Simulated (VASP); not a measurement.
Input of a VASP 6.6.1 run:

Contents of INCAR:

```
SYSTEM = In
ALGO     = Fast           ! electronic algorithm
EDIFF    = 1E-6           ! SCF threshold, eV
ENCUT    = 520            ! plane-wave cutoff, eV
GGA      = PE             ! functional
ISIF     = 2              ! what is computed and relaxed
ISMEAR   = 0              ! smearing method
LASPH    = .True.         ! aspherical terms in the spheres
LCHARG   = .False.        ! write CHGCAR
LREAL    = .False.        ! projectors in reciprocal space
LWAVE    = .False.        ! write WAVECAR
NBANDS   = 12             ! bands
NELM     = 100            ! most SCF steps
PREC     = Accurate       ! precision mode
SIGMA    = 0.15           ! smearing width, eV
```

Contents of KPOINTS:

```
k-points
0
Gamma
  20 20 20
  0 0 0
```

The input POSCAR:

```
In
1.0
   -1.6098885000      1.6261500000      2.4739500000
    1.6098885000     -1.6261500000      2.4739500000
    1.6098885000      1.6261500000     -2.4739500000
In
1
Direct
    0.0000000000      0.0000000000      0.0000000000
```

Potentials or basis: VASP PAW PBE potentials, release 64 (In_d).

The run is started by

```sh
$ cat potpaw_PBE.64/In_d/POTCAR > POTCAR
$ mpirun -np 1 vasp_std > vasp.out
```

Predict the pressure.

2.4 GPa.

Estimate the band gap on the k mesh.

zero (an odd number of electrons rules out a gap without spin polarisation).

Stress tensor (GPa, compression positive):
```
2.61 0.00 0.00
0.00 2.47 0.00
0.00 0.00 2.19
```

Caveat: the cell differs from its parent crystal (strain -0.0100 x Voigt [1, 0, 0, 0, 0, 0]); spin-orbit coupling is left out, which moves the levels of the heavy elements.
